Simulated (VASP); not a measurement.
# Si4N in VASP: single point with PBE+D3(BJ)

Aim: the single point of Si4N with PBE+D3(BJ).

Program: VASP 6.6.1. These are calculated values, not measurements. Logs are shortened: lines on timing, memory, paths and dates and some standing lists are left out, and cuts for length are marked.

## 1. The cell of the first run

The cell holds a slab with vacuum, 10 atoms: a = 3.816 Å, b = 3.816 Å, c = 28.987 Å, α = 90.00°, β = 90.00°, γ = 120.00°.

## 2. Single point, PBE+D3(BJ)

Contents of INCAR:

```
PREC = Accurate
ENCUT = 1000
EDIFF = 1E-6
ISMEAR = 0
SIGMA = 0.05
LREAL = False
LASPH = True
NELM = 120
ALGO = Normal
ISIF = 2
LWAVE = False
LCHARG = False
LDIPOL = True
IDIPOL = 3
DIPOL = 0.5 0.5 0.379
GGA = PE
IVDW = 12
NBANDS = 32
GGA_COMPAT = False
NELMDL = -8
```

Contents of KPOINTS:

```
Automatic mesh
0
Gamma
  9 9 1
```

Contents of POSCAR:

```
Si4N
1.0
    3.8155170209      0.0000000000      0.0000000000
   -1.9077585104      3.3043346686      0.0000000000
    0.0000000000      0.0000000000     28.9874813843
Si N
8 2
Direct
    0.6666666667      0.3333333333      0.1379906018
    0.3333333333      0.6666666667      0.1654736894
    0.3333333333      0.6666666667      0.2468813277
    0.6666666667      0.3333333333      0.2743644153
    0.6666666667      0.3333333333      0.3556303104
    0.3333333333      0.6666666667      0.3827070033
    0.3333333333      0.6666666667      0.4657581680
    0.6666666667      0.3333333333      0.4894347735
    1.3333333333      0.6666666667      0.6170760801
    1.3333333333      0.6666666667      0.6550234956
```

Potentials or basis: VASP PAW PBE potentials, release 64 (Si, N_h).

Command:

```console
$ cat potpaw_PBE.64/Si/POTCAR potpaw_PBE.64/N_h/POTCAR > POTCAR
$ mpirun -np 1 vasp_std > vasp.out
```

OUTCAR:

```text
PREC = Accurate
   ENCUT = 1000
   EDIFF = 1E-6
   ISMEAR = 0
   LREAL = False
   LASPH = True
   NELM = 120
   ISIF = 2
   GGA = PE
   IVDW = 12
   NELMDL = -8
 IVDW          = 12

 ion  position               nearest neighbor table
   1  0.667  0.333  0.138-   2 2.34   2 2.34   2 2.34
   2  0.333  0.667  0.165-   1 2.34   1 2.34   1 2.34   3 2.36
   3  0.333  0.667  0.247-   4 2.34   4 2.34   4 2.34   2 2.36
   4  0.667  0.333  0.274-   3 2.34   3 2.34   3 2.34   5 2.36
   5  0.667  0.333  0.356-   6 2.34   6 2.34   6 2.34   4 2.36
   6  0.333  0.667  0.383-   5 2.34   5 2.34   5 2.34   7 2.41
   7  0.333  0.667  0.466-   8 2.31   8 2.31   8 2.31   6 2.41
   8  0.667  0.333  0.489-   7 2.31   7 2.31   7 2.31
   9  0.333  0.667  0.617-  10 1.10
  10  0.333  0.667  0.655-   9 1.10

  LATTYP: Found a hexagonal cell.
 ALAT       =     3.8155170209
 C/A-ratio  =     7.5972617146

  Lattice vectors:

 A1 = (   3.8155170209,   0.0000000000,   0.0000000000)
 A2 = (  -1.9077585104,   3.3043346686,   0.0000000000)
 A3 = (   0.0000000000,   0.0000000000,  28.9874813843)

Analysis of symmetry for initial positions (statically):
=====================================================================
 Subroutine PRICEL returns:
 Original cell was already a primitive cell.

 Routine SETGRP: Setting up the symmetry group for a
 hexagonal supercell.

 Subroutine GETGRP returns: Found  6 space group operations
 (whereof  6 operations were pure point group operations)
 out of a pool of 24 trial point group operations.

The static configuration has the point symmetry C_3v.

Analysis of symmetry for dynamics (positions and initial velocities):
=====================================================================
 Subroutine PRICEL returns:
 Original cell was already a primitive cell.

 Routine SETGRP: Setting up the symmetry group for a
 hexagonal supercell.

 Subroutine GETGRP returns: Found  6 space group operations
 (whereof  6 operations were pure point group operations)
 out of a pool of 24 trial point group operations.

The dynamic configuration has the point symmetry C_3v.

 Subroutine INISYM returns: Found  6 space group operations
 (whereof  6 operations are pure point group operations),
 and found     1 'primitive' translations

----------------------------------------------------------------------------------------

                                     Primitive cell

  volume of cell :     365.4668

  direct lattice vectors                    reciprocal lattice vectors
     3.815517021  0.000000000  0.000000000     0.262087679  0.151316392  0.000000000
    -1.907758510  3.304334669  0.000000000     0.000000000  0.302632784  0.000000000
     0.000000000  0.000000000 28.987481384     0.000000000  0.000000000  0.034497650

  length of vectors
     3.815517021  3.815517021 28.987481384     0.302632784  0.302632784  0.034497650

  position of ions in fractional coordinates (direct lattice)
     0.666666667  0.333333333  0.137990602
     0.333333333  0.666666667  0.165473689
     0.333333333  0.666666667  0.246881328
     0.666666667  0.333333333  0.274364415
     0.666666667  0.333333333  0.355630310
     0.333333333  0.666666667  0.382707003
     0.333333333  0.666666667  0.465758168
     0.666666667  0.333333333  0.489434774
     0.333333333  0.666666667  0.617076080
     0.333333333  0.666666667  0.655023496

  ion indices of the primitive-cell ions
   primitive index   ion index
                 1           1
                 2           2
                 3           3
                 4           4
                 5           5
                 6           6
                 7           7
                 8           8
                 9           9
                10          10

----------------------------------------------------------------------------------------

 KPOINTS: Automatic mesh

Automatic generation of k-mesh.
 Grid dimensions read from file:
 generate k-points for:    9    9    1

 Generating k-lattice:

  Cartesian coordinates                     Fractional coordinates (reciprocal lattice)
     0.029120853  0.016812932  0.000000000     0.111111111 -0.000000000  0.000000000
     0.000000000  0.033625865  0.000000000     0.000000000  0.111111111  0.000000000
     0.000000000  0.000000000  0.034497650     0.000000000  0.000000000  1.000000000

  Length of vectors
     0.033625865  0.033625865  0.034497650

  Shift w.r.t. Gamma in fractional coordinates (k-lattice)
     0.000000000  0.000000000  0.000000000

 Subroutine IBZKPT returns following result:
 ===========================================

 Found     12 irreducible k-points:

 Following reciprocal coordinates:
            Coordinates               Weight
  0.000000  0.000000  0.000000      1.000000
  0.111111  0.000000  0.000000      6.000000
  0.222222 -0.000000  0.000000      6.000000
  0.333333  0.000000  0.000000      6.000000
  0.444444 -0.000000  0.000000      6.000000
  0.111111  0.111111  0.000000      6.000000
  0.222222  0.111111  0.000000     12.000000
  0.333333  0.111111  0.000000     12.000000
  0.444444  0.111111  0.000000      6.000000
  0.222222  0.222222  0.000000      6.000000
  0.333333  0.222222  0.000000     12.000000
  0.333333  0.333333  0.000000      2.000000
   k-points           NKPTS =     12   k-points in BZ     NKDIM =     12   number of bands    NBANDS=     32
   number of dos      NEDOS =    301   number of ions     NIONS =     10
   total plane-waves  NPLWV = 480000
   dimension x,y,z NGX =    40 NGY =   40 NGZ =  300
   dimension x,y,z NGXF=    80 NGYF=   80 NGZF=  600
   ions per type =               8   2
   NGX,Y,Z   is equivalent  to a cutoff of  17.43, 17.43, 17.21 a.u.
   NGXF,Y,Z  is equivalent  to a cutoff of  34.86, 34.86, 34.41 a.u.
 SYSTEM =  unknown system
   PREC   = accura    normal or accurate (medium, high low for compatibility)
   ISTART =      0    job   : 0-new  1-cont  2-samecut
   ICHARG =      2    charge: 1-file 2-atom 10-const
   ISPIN  =      1    spin polarized calculation?
   LNONCOLLINEAR =      F non collinear calculations
   LSORBIT =      F    spin-orbit coupling
   LASPH  =      T    aspherical Exc in radial PAW
   ENCUT  = 1000.0 eV  73.50 Ry    8.57 a.u.   9.84  9.84 74.74*2*pi/ulx,y,z
   NELM   =    120;   NELMIN=  2; NELMDL= -8     # of ELM steps
   EDIFF  = 0.1E-05   stopping-criterion for ELM
   LREAL  =      F    real-space projection
   EDIFFG = 0.1E-04   stopping-criterion for IOM
   NSW    =      0    number of steps for IOM
   IBRION =     -1    ionic relax: 0-MD 1-quasi-New 2-CG
   NFREE  =      0    steps in history (QN), initial steepest desc. (CG)
   ISIF   =      2    stress and relaxation
   ISYM   =      2    0-nonsym 1-usesym 2-fastsym
   POTIM  = 0.5000    time-step for ionic-motion
   TEBEG  =    0.0;   TEEND  =   0.0 temperature during run
   PSTRESS=    0.0 pullay stress
   NELECT =      42.0000    total number of electrons
   NUPDOWN=      -1.0000    fix difference up-down
   EMIN   =  10.00;   EMAX   =-10.00  energy-range for DOS
   EFERMI =   0.00;   METHOD = LEGACY
   ISMEAR =     0;   SIGMA  =   0.05  broadening in eV -4-tet -1-fermi 0-gaus
   EFERMI_NEDOS =   21; number of points for ismear=-14 and -15
   IALGO  =     38    algorithm
   IMIX   =      4    mixing-type and parameters
     AMIX     =   0.40;   BMIX     =  1.00
     AMIX_MAG =   1.60;   BMIX_MAG =  1.00
  volume/ion in A,a.u.               =      36.55       246.63
  Fermi-wavevector in a.u.,A,eV,Ry     =   0.795931  1.504091  8.619369  0.633506
  Thomas-Fermi vector in A             =   1.902355
   LORBIT       =      0    0 simple, 1 ext, 2 COOP (PROOUT), +10 PAW based schemes
   GGA     = PE    functional components
   LHFCALC =     F    Hartree Fock is set to
   AEXX    =    0.0000 exact exchange contribution
   IVDW    =    12    specifies the selected vdW correction
   LEPSILON=     F    determine dielectric tensor
   LRPA    =     F    only Hartree local field effects (RPA)
 non-spin polarized calculation
 Gauss-broadening in eV      SIGMA  =   0.05
  energy-cutoff  :     1000.00
  volume of cell :      365.47
 maximum number of plane-waves:     26306
 NGX is ok and might be reduce to    40
   NGX = 19   NGY = 19   NGZ =149

 dipolmoment           0.000000      0.000000      0.030302 electrons x Angstroem

 number of electron      42.0000000 magnetization

 dipolmoment           0.000000      0.000000     -0.000684 electrons x Angstroem

 Free energy of the ion-electron system (eV)
  ---------------------------------------------------
  ext. energy  EPLUGINS =         0.00000000
  ---------------------------------------------------
  free energy    TOTEN  =       -57.51471804 eV

  energy without entropy =      -57.50877317  energy(sigma->0) =      -57.51174560

 E-fermi :   0.3476     XC(G=0):  -5.4503

 val. band max:        0.3138507111   @ k =   0.1111   0.0000   0.0000
 cond. band min:       0.3780632980   @ k =   0.3333   0.2222   0.0000
 fundamental gap:      0.0642125869
 Fermi energy:         0.3475561689

 k-point     1 :       0.0000    0.0000    0.0000
  band No.  band energies     occupation
      1     -23.4965      2.00000
      2     -11.5348      2.00000
      3     -10.9971      2.00000
      4     -10.2698      2.00000
      5      -9.5975      2.00000
      6      -8.8492      2.00000
[... 24 lines left out ...]
     31       3.4362      0.00000
     32       3.7835      0.00000

 k-point     2 :       0.1111    0.0000    0.0000
  band No.  band energies     occupation
      1     -23.4922      2.00000
      2     -11.3899      2.00000
      3     -10.8523      2.00000
      4     -10.1245      2.00000
      5      -9.4499      2.00000
      6      -8.8315      2.00000
[... 342 lines left out ...]
 k-point    12 :       0.3333    0.3333    0.0000
  band No.  band energies     occupation
      1     -23.4545      2.00000
      2      -8.6789      2.00000
      3      -8.4167      2.00000
      4      -8.3961      2.00000
      5      -8.2091      2.00000
      6      -7.2094      2.00000
[... 24 lines left out ...]
     31       6.1259      0.00000
     32       6.3954      0.00000

------------------------ aborting loop because EDIFF is reached ----------------------------------------

 vacuum level on the upper side and lower side of the slab       (xc-potential included)        -0.155        -0.132

 Edisp (eV)   -2.39536

 E8    (eV) :    -0.9955

  FORCE on cell =-STRESS in cart. coord.  units (eV):
  Direction    XX          YY          ZZ          XY          YZ          ZX
  --------------------------------------------------------------------------------------
  -------------------------------------------------------------------------------------
  Total       0.47771     0.47771    -0.03399     0.00000     0.00000    -0.00000
  in kB       2.09426     2.09426    -0.14900     0.00000     0.00000    -0.00000
  external pressure =        1.35 kB  Pullay stress =        0.00 kB

 VOLUME and BASIS-vectors are now :
 -----------------------------------------------------------------------------
  energy-cutoff  :     1000.00
  volume of cell :      365.47
      direct lattice vectors                 reciprocal lattice vectors
     3.815517021  0.000000000  0.000000000     0.262087679  0.151316392  0.000000000
    -1.907758510  3.304334669  0.000000000     0.000000000  0.302632784  0.000000000
     0.000000000  0.000000000 28.987481384     0.000000000  0.000000000  0.034497650

 POSITION                                       TOTAL-FORCE (eV/Angst)
 -----------------------------------------------------------------------------------
      1.90776      1.10144      4.00000        -0.000000     -0.000000      0.482464
     -0.00000      2.20289      4.79667        -0.000000      0.000000     -0.649371
     -0.00000      2.20289      7.15647        -0.000000     -0.000000      0.233467
      1.90776      1.10144      7.95313        -0.000000      0.000000     -0.052558
      1.90776      1.10144     10.30883        -0.000000     -0.000000      0.017512
     -0.00000      2.20289     11.09371         0.000000     -0.000000      0.027302
     -0.00000      2.20289     13.50116        -0.000000      0.000000     -0.005770
      1.90776      1.10144     14.18748        -0.000000      0.000000     -0.000796
     -0.00000      2.20289     17.88748        -0.000000      0.000000     -0.479145
     -0.00000      2.20289     18.98748         0.000000     -0.000000      0.426895
 -----------------------------------------------------------------------------------
    total drift:                                0.000001     -0.000000      0.000129

  FREE ENERGIE OF THE ION-ELECTRON SYSTEM (eV)
  ---------------------------------------------------
  free  energy   TOTEN  =       -59.9100758608 eV

  energy  without entropy=      -59.9041309894  energy(sigma->0) =      -59.90710343

 vacuum level on the upper side and lower side of the slab         5.041         5.059
```

Wall time 15 min (1 thread of AMD EPYC 7R43 (Zen 3), shared host); peak memory 0.96 GiB.

Results:

```
Free energy                : -59.9101 eV
Largest force              : 0.649 eV/Å
Band gap on the k mesh     : zero (bands 21 and 22 overlap by 0.31 eV)
Dispersion energy per atom : -0.240 eV
```

Forces on the atoms (eV/Å):
```
Si   0.000  0.000  0.482
Si   0.000  0.000 -0.649
Si   0.000  0.000  0.233
Si   0.000  0.000 -0.053
Si   0.000  0.000  0.018
Si   0.000  0.000  0.027
Si   0.000  0.000 -0.006
Si   0.000  0.000 -0.001
N    0.000  0.000 -0.479
N    0.000  0.000  0.427
```

The gap in the log of VASP goes by the Fermi energy; the results here count the filled bands.